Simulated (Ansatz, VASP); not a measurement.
**CdH6 in VASP and in Ansatz**

Contents of INCAR:

```
SYSTEM = CdH6
ALGO     = Normal         ! electronic algorithm
EDIFF    = 1E-6           ! SCF threshold, eV
EDIFFG   = -0.01          ! ionic threshold
ENCUT    = 600            ! plane-wave cutoff, eV
GGA      = PE             ! functional
IBRION   = 2              ! ionic algorithm
ISIF     = 3              ! what is computed and relaxed
ISMEAR   = 0              ! smearing method
LASPH    = .TRUE.         ! aspherical terms in the spheres
LCHARG   = .FALSE.        ! write CHGCAR
LREAL    = .FALSE.        ! projectors in reciprocal space
LWAVE    = .FALSE.        ! write WAVECAR
NELM     = 80             ! most SCF steps
NSW      = 100            ! ionic steps
PREC     = Accurate       ! precision mode
SIGMA    = 0.02           ! smearing width, eV
```

File KPOINTS:

```
k-points
0
G
  8 8 8
  0 0 0
```

Contents of POSCAR:

```
CdH6
1.0
    0.0000000000      3.0216488473      3.0216488473
    3.0216488473      0.0000000000      3.0216488473
    3.0216488473      3.0216488473      0.0000000000
Cd H
1 6
Direct
    0.5000000000      0.5000000000      0.5000000000
    0.5883841922      0.9116158078      0.9116158078
    0.9116158078      0.5883841922      0.5883841922
    0.9116158078      0.9116158078      0.5883841922
    0.5883841922      0.5883841922      0.9116158078
    0.5883841922      0.9116158078      0.5883841922
    0.9116158078      0.5883841922      0.9116158078
```

Input for Ansatz:

```yaml
crystal:
  lattice:
    - [0.0, 3.0216488473, 3.0216488473]
    - [3.0216488473, 0.0, 3.0216488473]
    - [3.0216488473, 3.0216488473, 0.0]
  atoms:
    - { symbol: Cd, position: [0.5, 0.5, 0.5] }
    - { symbol: H, position: [0.5883841922, 0.9116158078, 0.9116158078] }
    - { symbol: H, position: [0.9116158078, 0.5883841922, 0.5883841922] }
    - { symbol: H, position: [0.9116158078, 0.9116158078, 0.5883841922] }
    - { symbol: H, position: [0.5883841922, 0.5883841922, 0.9116158078] }
    - { symbol: H, position: [0.5883841922, 0.9116158078, 0.5883841922] }
    - { symbol: H, position: [0.9116158078, 0.5883841922, 0.9116158078] }
basis:
  ecutwfc: 420
kpoints:
  mp_grid: { grid: [8, 8, 8] }
hamiltonian:
  xc: pbe
scf:
  occupations: { method: gaussian, width: 0.02 }
output:
  forces: true
  stress: true
  eigenvalues: true
relax:
  adjacent_minimum: "off"
  f_tol: 0.01
  max_steps: 80
  cell: { stress_tol: 0.05 }
```

Alike in both runs: task relaxation of cell and atoms; functional PBE; k mesh 8 × 8 × 8; occupations gaussian, width 0.02 eV; no spin polarisation.

|  | VASP | Ansatz |
| --- | --- | --- |
| version | VASP 6.6.1 | Ansatz 0.2.0 |
| potentials or method | VASP PAW PBE potentials, release 64 (Cd, H), cutoff 600 eV | scalar-relativistic, plane waves, PAW |
| valence electrons in the cell | 18 | 26 |

```csv
,VASP,Ansatz,Ansatz less VASP
"gap on the k mesh at the Fermi level, each at its own relaxed structure (eV)",1.23,1.21,-0.012
relaxed volume (Å³/atom),7.88,7.85,-0.031
relaxed cell length with the largest relative difference (Å),4.273,4.268,-0.0056
```

VASP's potentials hold 18 valence electrons a cell and Ansatz's 26, so a difference there can come from the potentials and not from the codes.

Noted on VASP's run: the relaxation stopped at its first step, so nothing moved.
